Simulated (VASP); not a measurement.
Eu:

```
Eu
1.0
     4.55100    0.00000    0.00000
     0.00000    4.55100    0.00000
     0.00000    0.00000    4.55100
Eu
2
Direct
  0.00000 0.00000 0.00000
  0.50000 0.50000 0.50000
```

| Quantity | Value |
| --- | --- |
| Program | VASP 6.6.1 |
| Task | relaxation of cell and atoms |
| Functional | PBEsol |
| Potentials or basis | VASP PAW PBE potentials, release 64 (Eu) |
| Cutoff | 600 eV |
| k mesh | 7 × 7 × 7 |
| Occupations | fermi-dirac, width 0.05 eV |
| Spin | collinear spin, antiferromagnetic start |
| Starting moments | [7.0, -7.0] μB |

At the start: pressure -2.4 GPa; volume 47.13 Å³/atom.

Q: How do energy, volume and symmetry change on relaxing?

A: Over 11 steps the energy falls by 86.8 meV/atom and the volume is 37.92 Å³/atom (-19.5 %); space group Im-3m (No. 229, to 0.1 Å) before and after; moment 0.00 μB per cell.

The path:
| step | energy change (eV) | largest force (eV/Å) | pressure (GPa) | volume (Å³) |
| --- | --- | --- | --- | --- |
| 1 | 0.0000 | 0.0000 | -2.44 | 94.26 |
| 2 | -0.1226 | 0.0000 | -3.12 | 84.81 |
| 3 | 0.0385 | 0.0000 | 5.33 | 60.30 |
| 4 | -0.1701 | 0.0000 | 0.53 | 73.05 |
| 5 | -0.1733 | 0.0000 | 0.49 | 74.48 |
| 6 | -0.1627 | 0.0000 | -0.84 | 79.53 |
| 7 | -0.1733 | 0.0000 | -0.33 | 76.24 |
| 8 | -0.1738 | 0.0000 | 0.61 | 75.51 |
| 9 | -0.1736 | 0.0000 | -0.12 | 75.90 |
| 10 | -0.1736 | 0.0000 | -0.22 | 75.89 |
| 11 | -0.1737 | 0.0000 | -0.02 | 75.84 |

Final structure:
```cif
data_structure
_symmetry_space_group_name_H-M 'P 1'
_symmetry_Int_Tables_number 1
_cell_length_a 4.2328
_cell_length_b 4.2328
_cell_length_c 4.2328
_cell_angle_alpha 90.000
_cell_angle_beta 90.000
_cell_angle_gamma 90.000
_cell_volume 75.84
loop_
_atom_site_label
_atom_site_type_symbol
_atom_site_fract_x
_atom_site_fract_y
_atom_site_fract_z
_atom_site_occupancy
Eu1 Eu 0.00000 0.00000 0.00000 1
Eu2 Eu 0.50000 0.50000 0.50000 1
```

Caveat: the volume moved by over 15 % at a fixed basis, so the end points are rough; the PAW data sets were made with another functional, which shifts forces and pressure a little; semilocal functionals describe open f shells poorly, which spoils levels, moments and volumes.
